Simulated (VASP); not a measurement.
# ZnS (R3m) in VASP: a series of runs

The runs below take ZnS through single point, with PBE.

Everything below comes from runs of VASP 6.6.1. Logs are shortened: lines on timing, memory, paths and dates and some standing lists are left out, and cuts for length are marked.

## Step 1: The cell of the first run

It takes space group R3m (No. 160, trigonal). The conventional cell has a = 3.806 Å, b = 3.806 Å, c = 28.056 Å, α = 90.00°, β = 90.00°, γ = 120.00°. Within 3.1 Å of Zn (site symmetry 3m) lie 4 S at 2.33 to 2.34 Å. Zn (site symmetry 3m) has 4 S at 2.33 Å within 3.1 Å. Within 3.1 Å of Zn (site symmetry 3m) lie 4 S at 2.33 to 2.34 Å. S (site symmetry 3m) has 4 Zn at 2.33 to 2.34 Å within 3.1 Å. Within 3.1 Å of S (site symmetry 3m) lie 4 Zn at 2.33 to 2.34 Å. S (site symmetry 3m) has 4 Zn at 2.33 Å within 3.1 Å.

## Step 2: Single point, PBE

INCAR reads:

```
ALGO = Normal ; EDIFF = 1E-7
ENCUT = 520 ; GGA = PE
ISIF = 2 ; ISMEAR = 0
LASPH = T ; LCHARG = T
LELF = T ; LREAL = F
LVHAR = T ; LWAVE = F
NBANDS = 36 ; NELM = 60
PREC = Accurate ; SIGMA = 0.1
```

KPOINTS reads:

```
k-points
0
Gamma
  6 6 6
```

POSCAR reads:

```
ZnS
1.0
    1.9030712007      1.0987386700      9.3519478348
   -1.9030712007      1.0987386700      9.3519478348
    0.0000000000     -2.1974773400      9.3519478348
Zn S
3 3
Direct
    0.9999711400      0.9999711400      0.9999711400
    0.2222694100      0.2222694100      0.2222694100
    0.4446134400      0.4446134400      0.4446134400
    0.0832671700      0.0832671700      0.0832671700
    0.5278423000      0.5278423000      0.5278423000
    0.3053625400      0.3053625400      0.3053625400
```

Potentials or basis: VASP PAW PBE potentials, release 64 (Zn, S).

Launch:

```sh
cat potpaw_PBE.64/Zn/POTCAR potpaw_PBE.64/S/POTCAR > POTCAR
mpirun -np 1 vasp_std > vasp.out
```

OUTCAR:

```text
EDIFF = 1E-7
   ENCUT = 520
   GGA = PE
   ISIF = 2
   ISMEAR = 0
   LASPH = T
   LREAL = F
   NELM = 60
   PREC = Accurate

 ion  position               nearest neighbor table
   1  1.000  1.000  1.000-   6 2.33   6 2.33   6 2.33   4 2.34
   2  0.222  0.222  0.222-   6 2.33   5 2.33   5 2.33   5 2.33
   3  0.445  0.445  0.445-   4 2.33   4 2.33   4 2.33   5 2.34
   4  0.083  0.083  0.083-   3 2.33   3 2.33   3 2.33   1 2.34
   5  0.528  0.528  0.528-   2 2.33   2 2.33   2 2.33   3 2.34
   6  0.305  0.305  0.305-   2 2.33   1 2.33   1 2.33   1 2.33

  LATTYP: Found a trigonal (rhomboedric) cell.
 ALAT       =     9.6066557638
 COS(alpha) =     0.9215133826

  Lattice vectors:

 A1 = (   1.9030712007,   1.0987386700,   9.3519478348)
 A2 = (  -1.9030712007,   1.0987386700,   9.3519478348)
 A3 = (   0.0000000000,  -2.1974773400,   9.3519478348)

Analysis of symmetry for initial positions (statically):
=====================================================================
 Subroutine PRICEL returns:
 Original cell was already a primitive cell.

 Routine SETGRP: Setting up the symmetry group for a
 trigonal (rhombohedral) supercell.

 Subroutine GETGRP returns: Found  6 space group operations
 (whereof  6 operations were pure point group operations)
 out of a pool of 12 trial point group operations.

The static configuration has the point symmetry C_3v.

Analysis of symmetry for dynamics (positions and initial velocities):
=====================================================================
 Subroutine PRICEL returns:
 Original cell was already a primitive cell.

 Routine SETGRP: Setting up the symmetry group for a
 trigonal (rhombohedral) supercell.

 Subroutine GETGRP returns: Found  6 space group operations
 (whereof  6 operations were pure point group operations)
 out of a pool of 12 trial point group operations.

The dynamic configuration has the point symmetry C_3v.

 Subroutine INISYM returns: Found  6 space group operations
 (whereof  6 operations are pure point group operations),
 and found     1 'primitive' translations

----------------------------------------------------------------------------------------

                                     Primitive cell

  volume of cell :     117.3283

  direct lattice vectors                    reciprocal lattice vectors
     1.903071201  1.098738670  9.351947835     0.262733207  0.151689088  0.035643199
    -1.903071201  1.098738670  9.351947835    -0.262733207  0.151689088  0.035643199
     0.000000000 -2.197477340  9.351947835     0.000000000 -0.303378176  0.035643199

  length of vectors
     9.606655764  9.606655764  9.606655764     0.305464818  0.305464818  0.305464818

  position of ions in fractional coordinates (direct lattice)
     0.999971140  0.999971140  0.999971140
     0.222269410  0.222269410  0.222269410
     0.444613440  0.444613440  0.444613440
     0.083267170  0.083267170  0.083267170
     0.527842300  0.527842300  0.527842300
     0.305362540  0.305362540  0.305362540

  ion indices of the primitive-cell ions
   primitive index   ion index
                 1           1
                 2           2
                 3           3
                 4           4
                 5           5
                 6           6

----------------------------------------------------------------------------------------

 KPOINTS: k-points

Automatic generation of k-mesh.
 Grid dimensions read from file:
 generate k-points for:    6    6    6

 Generating k-lattice:

  Cartesian coordinates                     Fractional coordinates (reciprocal lattice)
     0.043788868  0.025281515  0.005940533     0.166666667  0.000000000  0.000000000
    -0.043788868  0.025281515  0.005940533     0.000000000  0.166666667  0.000000000
     0.000000000 -0.050563029  0.005940533     0.000000000  0.000000000  0.166666667

  Length of vectors
     0.050910803  0.050910803  0.050910803

  Shift w.r.t. Gamma in fractional coordinates (k-lattice)
     0.000000000  0.000000000  0.000000000

 Subroutine IBZKPT returns following result:
 ===========================================

 Found     32 irreducible k-points:

 Following reciprocal coordinates:
            Coordinates               Weight
  0.000000  0.000000  0.000000      1.000000
  0.166667  0.000000  0.000000      6.000000
  0.333333 -0.000000  0.000000      6.000000
  0.500000  0.000000 -0.000000      3.000000
  0.166667  0.166667  0.000000      6.000000
  0.333333  0.166667 -0.000000     12.000000
[... 16 lines left out ...]
  0.500000  0.500000  0.166667      6.000000
 -0.333333  0.500000  0.166667     12.000000
 [... further k-points ...]
   k-points           NKPTS =     32   k-points in BZ     NKDIM =     32   number of bands    NBANDS=     36
   number of dos      NEDOS =    301   number of ions     NIONS =      6
   total plane-waves  NPLWV = 373248
   dimension x,y,z NGX =    72 NGY =   72 NGZ =   72
   dimension x,y,z NGXF=   144 NGYF=  144 NGZF=  144
   ions per type =               3   3
   NGX,Y,Z   is equivalent  to a cutoff of  12.46, 12.46, 12.46 a.u.
   NGXF,Y,Z  is equivalent  to a cutoff of  24.92, 24.92, 24.92 a.u.
 SYSTEM =  unknown system
   PREC   = accura    normal or accurate (medium, high low for compatibility)
   ISTART =      0    job   : 0-new  1-cont  2-samecut
   ICHARG =      2    charge: 1-file 2-atom 10-const
   ISPIN  =      1    spin polarized calculation?
   LNONCOLLINEAR =      F non collinear calculations
   LSORBIT =      F    spin-orbit coupling
   LASPH  =      T    aspherical Exc in radial PAW
   ENCUT  =  520.0 eV  38.22 Ry    6.18 a.u.  17.86 17.86 17.86*2*pi/ulx,y,z
   NELM   =     60;   NELMIN=  2; NELMDL= -5     # of ELM steps
   EDIFF  = 0.1E-06   stopping-criterion for ELM
   LREAL  =      F    real-space projection
   EDIFFG = 0.1E-05   stopping-criterion for IOM
   NSW    =      0    number of steps for IOM
   IBRION =     -1    ionic relax: 0-MD 1-quasi-New 2-CG
   NFREE  =      0    steps in history (QN), initial steepest desc. (CG)
   ISIF   =      2    stress and relaxation
   ISYM   =      2    0-nonsym 1-usesym 2-fastsym
   POTIM  = 0.5000    time-step for ionic-motion
   TEBEG  =    0.0;   TEEND  =   0.0 temperature during run
   PSTRESS=    0.0 pullay stress
   NELECT =      54.0000    total number of electrons
   NUPDOWN=      -1.0000    fix difference up-down
   EMIN   =  10.00;   EMAX   =-10.00  energy-range for DOS
   EFERMI =   0.00;   METHOD = LEGACY
   ISMEAR =     0;   SIGMA  =   0.10  broadening in eV -4-tet -1-fermi 0-gaus
   EFERMI_NEDOS =   21; number of points for ismear=-14 and -15
   IALGO  =     38    algorithm
   IMIX   =      4    mixing-type and parameters
     AMIX     =   0.40;   BMIX     =  1.00
     AMIX_MAG =   1.60;   BMIX_MAG =  1.00
  volume/ion in A,a.u.               =      19.55       131.96
  Fermi-wavevector in a.u.,A,eV,Ry     =   1.263975  2.388566 21.737115  1.597633
  Thomas-Fermi vector in A             =   2.397304
   LORBIT       =      0    0 simple, 1 ext, 2 COOP (PROOUT), +10 PAW based schemes
   GGA     = PE    functional components
   LHFCALC =     F    Hartree Fock is set to
   AEXX    =    0.0000 exact exchange contribution
   IVDW    =     0    specifies the selected vdW correction
   LEPSILON=     F    determine dielectric tensor
   LRPA    =     F    only Hartree local field effects (RPA)
 non-spin polarized calculation
 Gauss-broadening in eV      SIGMA  =   0.10
  energy-cutoff  :      520.00
  volume of cell :      117.33
 maximum number of plane-waves:      3183
   NGX = 35   NGY = 35   NGZ = 35

 number of electron      53.9999979 magnetization

 Free energy of the ion-electron system (eV)
  ---------------------------------------------------
  ext. energy  EPLUGINS =         0.00000000
  ---------------------------------------------------
  free energy    TOTEN  =       -20.51163676 eV

  energy without entropy =      -20.51163676  energy(sigma->0) =      -20.51163676

 E-fermi :   2.6279     XC(G=0):  -9.6668

 val. band max:        2.2033883150   @ k =   0.0000   0.0000   0.0000
 cond. band min:       4.4018923132   @ k =   0.0000   0.0000   0.0000
 fundamental gap:      2.1985039981
 Fermi energy:         2.6279144452

 k-point     1 :       0.0000    0.0000    0.0000
  band No.  band energies     occupation
      1     -11.0167      2.00000
      2     -10.3463      2.00000
      3     -10.3360      2.00000
      4      -4.1775      2.00000
      5      -4.1680      2.00000
      6      -4.1680      2.00000
[... 28 lines left out ...]
     35       9.1231      0.00000
     36       9.5410      0.00000

 k-point     2 :       0.1667    0.0000    0.0000
  band No.  band energies     occupation
      1     -10.8298      2.00000
      2     -10.2586      2.00000
      3     -10.1680      2.00000
      4      -4.1817      2.00000
      5      -4.1476      2.00000
      6      -4.1328      2.00000
[... 28 lines left out ...]
     35       9.1956      0.00000
     36       9.9058      0.00000

 k-point     3 :       0.3333   -0.0000    0.0000
  band No.  band energies     occupation
      1     -10.3833      2.00000
      2     -10.0003      2.00000
      3      -9.9014      2.00000
      4      -4.1908      2.00000
      5      -4.1432      2.00000
      6      -4.0830      2.00000
[... 28 lines left out ...]
     35      10.0747      0.00000
     36      10.6426      0.00000

 k-point     4 :       0.5000    0.0000   -0.0000
  band No.  band energies     occupation
      1     -10.0794      2.00000
      2      -9.8382      2.00000
      3      -9.8287      2.00000
      4      -4.1891      2.00000
      5      -4.1294      2.00000
      6      -4.0585      2.00000
[... 28 lines left out ...]
     35      10.5649      0.00000
     36      11.2577      0.00000

 k-point     5 :       0.1667    0.1667    0.0000
  band No.  band energies     occupation
      1     -10.8218      2.00000
      2     -10.3106      2.00000
      3     -10.1234      2.00000
      4      -4.1853      2.00000
      5      -4.1410      2.00000
      6      -4.1308      2.00000
[... 655 lines left out ...]
 k-point    22 :      -0.1667    0.3333    0.1667
  band No.  band energies     occupation
      1     -10.0863      2.00000
      2      -9.8853      2.00000
      3      -9.7869      2.00000
      4      -4.1377      2.00000
      5      -4.0760      2.00000
      6      -4.0462      2.00000
[... 28 lines left out ...]
     35       9.8493      0.00000
     36      10.4723      0.00000

 k-point    23 :       0.5000    0.5000    0.1667
  band No.  band energies     occupation
      1     -10.2911      2.00000
      2     -10.1962      2.00000
      3      -9.7977      2.00000
      4      -4.2043      2.00000
      5      -4.1405      2.00000
      6      -4.0828      2.00000
[... 28 lines left out ...]
     35      10.0817      0.00000
     36      10.2065      0.00000

 k-point    24 :      -0.3333    0.5000    0.1667
  band No.  band energies     occupation
      1     -10.0102      2.00000
      2     -10.0019      2.00000
      3      -9.7476      2.00000
      4      -4.1405      2.00000
      5      -4.0771      2.00000
      6      -4.0518      2.00000
[... 28 lines left out ...]
     35       9.8060      0.00000
     36      10.9367      0.00000

 [... further k-points ...]

------------------------ aborting loop because EDIFF is reached ----------------------------------------

  FORCE on cell =-STRESS in cart. coord.  units (eV):
  Direction    XX          YY          ZZ          XY          YZ          ZX
  --------------------------------------------------------------------------------------
  -------------------------------------------------------------------------------------
  Total        1.8238741      1.8238741      1.8461885      0.0000000      0.0000000     -0.0000000
  in kB       24.9059242     24.9059242     25.2106386      0.0000000      0.0000000     -0.0000000
  external PRESSURE =      25.0074956 kB  Pullay stress =       0.0000000 kB

 VOLUME and BASIS-vectors are now :
 -----------------------------------------------------------------------------
  energy-cutoff  :      520.00
  volume of cell :      117.33
      direct lattice vectors                 reciprocal lattice vectors
     1.903071201  1.098738670  9.351947835     0.262733207  0.151689088  0.035643199
    -1.903071201  1.098738670  9.351947835    -0.262733207  0.151689088  0.035643199
     0.000000000 -2.197477340  9.351947835     0.000000000 -0.303378176  0.035643199

 POSITION                                       TOTAL-FORCE (eV/Angst)
 -----------------------------------------------------------------------------------
      0.00000      0.00000     28.05503         0.000000     -0.000000      0.001444
      0.00000      0.00000      6.23596         0.000000     -0.000000      0.001807
      0.00000      0.00000     12.47401         0.000000      0.000000     -0.007711
      0.00000      0.00000      2.33613         0.000000     -0.000000     -0.000881
      0.00000      0.00000     14.80906         0.000000     -0.000000     -0.001634
      0.00000      0.00000      8.56720         0.000000     -0.000000      0.006975
 -----------------------------------------------------------------------------------
    total drift:                               -0.000000     -0.000000      0.000395

  FREE ENERGIE OF THE ION-ELECTRON SYSTEM (eV)
  ---------------------------------------------------
  free  energy   TOTEN  =       -20.5116367578 eV

  energy  without entropy=      -20.5116367578  energy(sigma->0) =      -20.51163676
```

Run time: 23 min. Hardware: 1 thread of Intel Xeon 8259CL, shared host; peak memory 0.73 GiB.

What came out:

```yaml
Free_energy: -20.5116 eV
Pressure: 2.5 GPa
Largest_force: 0.008 eV/Å
Band_gap_on_the_k_mesh: 2.20 eV, direct
```

Forces on the atoms (eV/Å):
```
Zn   0.000  0.000  0.001
Zn   0.000  0.000  0.002
Zn   0.000  0.000 -0.008
S    0.000  0.000 -0.001
S    0.000  0.000 -0.002
S    0.000  0.000  0.007
```

A k mesh can miss the band edges. A hybrid or GW would open this gap; PBE tends to underestimate it.

(Part 1 of 2 ends here.)
